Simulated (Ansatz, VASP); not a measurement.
**Two plane-wave programs on Bi**

```xyz
2
Lattice="4.3510 0.0000 0.0000 -2.1755 3.7681 0.0000 0.0000 0.0000 28.0000" Properties=species:S:1:pos:R:3 pbc="T T T"
Bi    0.0000    2.5121   15.1025
Bi    2.1755    1.2560   12.8975
```

Alike in both runs: task single point; functional LDA; k mesh 9 × 9 × 1; occupations gaussian, width 0.02 eV; no spin polarisation.

```csv
,VASP,Ansatz
version,VASP 6.6.1,Ansatz 0.2.0
potentials or method,"VASP PAW LDA potentials, release 64 (Bi_d), cutoff 520 eV","scalar-relativistic, plane waves, PAW"
valence electrons in the cell,30,30
```

Ansatz gave:

| Property | Result |
| --- | --- |
| gap on the k mesh at the Fermi level (eV) | none |
| rms of the force components (eV/Å) | 1.483 |
| work function, face that differs most (eV) | 3.79 |

Problem. Estimate VASP's values.

Solution. gap on the k mesh at the Fermi level (eV): none; rms of the force components (eV/Å): 1.474; work function, face that differs most (eV): 3.80.

LDA's correlation is that of Perdew and Zunger in VASP and of Perdew and Wang (1992) in Ansatz. Atom by atom the forces differ by 0.010 eV/Å (rms over components). A gap of «none» marks a metal or a gap that the smearing closes.

Spin-orbit coupling is off throughout.
